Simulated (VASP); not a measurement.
Runs of VASP 6.6.1 on KYSe2. The structure is that of space group P4/mmm (No. 123), or close to it. The cells are those of the table. 

```csv
level,cell,gap on the mesh (eV),pressure (GPa)
r2SCAN,"a = 4.276, b = 4.276, c = 5.809 Å, 4 atoms",(a),1.8
PBE,"a = 4.295, b = 4.295, c = 5.828 Å, 4 atoms",0.17,1.7
PBE,"a = 4.339, b = 4.339, c = 5.888 Å, 4 atoms",0.21,0.1
PBE,"a = 4.250, b = 4.250, c = 5.768 Å, 4 atoms",0.11,3.6
PBE,"a = 4.424, b = 4.424, c = 6.003 Å, 4 atoms",0.29,-2.4
PBE,"a = 4.382, b = 4.382, c = 5.946 Å, 4 atoms",0.26,(b)
r2SCAN,"a = 4.363, b = 4.363, c = 5.926 Å, 4 atoms",0.54,-1.4
PBE,"a = 4.320, b = 4.320, c = 5.868 Å, 4 atoms",0.19,0.7
r2SCAN,"a = 4.320, b = 4.320, c = 5.868 Å, 4 atoms",0.50,0.0
r2SCAN,"a = 4.232, b = 4.232, c = 5.748 Å, 4 atoms",0.40,3.8
```

Alike in all rows: task single point; potentials or basis VASP PAW PBE potentials, release 64 (K_sv, Se, Y_sv); no spin polarisation; k mesh 6 × 6 × 4; cutoff (eV) 520; smearing gaussian 0.01 eV.

**Question.** Fill in the values left out.

**Answer.** (a) 0.45; (b) -1.2.

Caveats: semilocal functionals underestimate gaps, and a narrow one can read as zero; the PAW data sets were made with another functional, which shifts forces and pressure a little (at least some runs); the cell stands under pressure (at least some runs).

A k mesh can miss the band edges, and the runs leave out spin-orbit coupling on Se, Y.
